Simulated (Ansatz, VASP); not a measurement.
**Ga: VASP beside Ansatz**

The input INCAR:

```
SYSTEM = Ga
ALGO = Normal
EDIFF = 1E-8
ENCUT = 520
GGA = CA
ISIF = 2
ISMEAR = -1
LASPH = .TRUE.
LCHARG = .FALSE.
LEFG = .TRUE.
LREAL = .FALSE.
LWAVE = .FALSE.
NBANDS = 20
NELM = 100
PREC = Accurate
SIGMA = 0.08
```

Contents of KPOINTS:

```
k-points
0
G
  12 12 10
  0 0 0
```

File POSCAR:

```
Ga
1.0
    1.4093500000     -4.0505000000     -0.0261500000
    1.4906500000      4.0795000000      0.0551500000
    0.0317000000      0.0317000000      3.1700000000
Ga
2
Direct
    0.8670000000      0.1330000000      0.2500000000
    0.1330000000      0.8670000000      0.7500000000
```

Input for Ansatz:

```yaml
crystal:
  lattice:
    - [1.40935, -4.0505, -0.02615]
    - [1.49065, 4.0795, 0.05515]
    - [0.0317, 0.0317, 3.17]
  atoms:
    - { symbol: Ga, position: [0.867, 0.133, 0.25] }
    - { symbol: Ga, position: [0.133, 0.867, 0.75] }
kpoints:
  mp_grid: { grid: [12, 12, 10] }
scf:
  occupations: { method: fermi_dirac, width: 0.08 }
hamiltonian:
  xc: lda
  pseudopotentials: { kind: all_electron, datasets: crystal }
output:
  forces: true
  stress: true
  eigenvalues: true
  efg: { contact_densities: true }
```

Change from the starting cell: equal xy, yz and zx shear strains of +2 %, crystal datasets.

Alike in both runs: task electric field gradients; functional LDA; k mesh 12 × 12 × 10; occupations fermi-dirac, width 0.08 eV; no spin polarisation.

```csv
,VASP,Ansatz
version,VASP 6.6.1,Ansatz 0.2.0
potentials or method,"VASP PAW LDA potentials, release 64 (Ga_d), cutoff 520 eV","all-electron PAW with datasets made for the crystal, scalar-relativistic"
```

VASP gave:

* pressure (GPa): -3.7
* traceless stress, the component that is largest in VASP (GPa): -2.05
* rms of the force components (eV/Å): 0.104
* size of Vzz on the site where it differs most (V/Å²): 27.9

Q: Estimate Ansatz's values.

A: Pressure (GPa): -3.8; traceless stress, the component that is largest in VASP (GPa): -2.04; rms of the force components (eV/Å): 0.102; size of Vzz on the site where it differs most (V/Å²): 28.6.

LDA's correlation is that of Perdew and Zunger in VASP and of Perdew and Wang (1992) in Ansatz. Atom by atom the forces differ by 0.002 eV/Å (rms over components). Ansatz ran all-electron here, and VASP with PAW potentials. Ansatz's warnings: printed levels off.
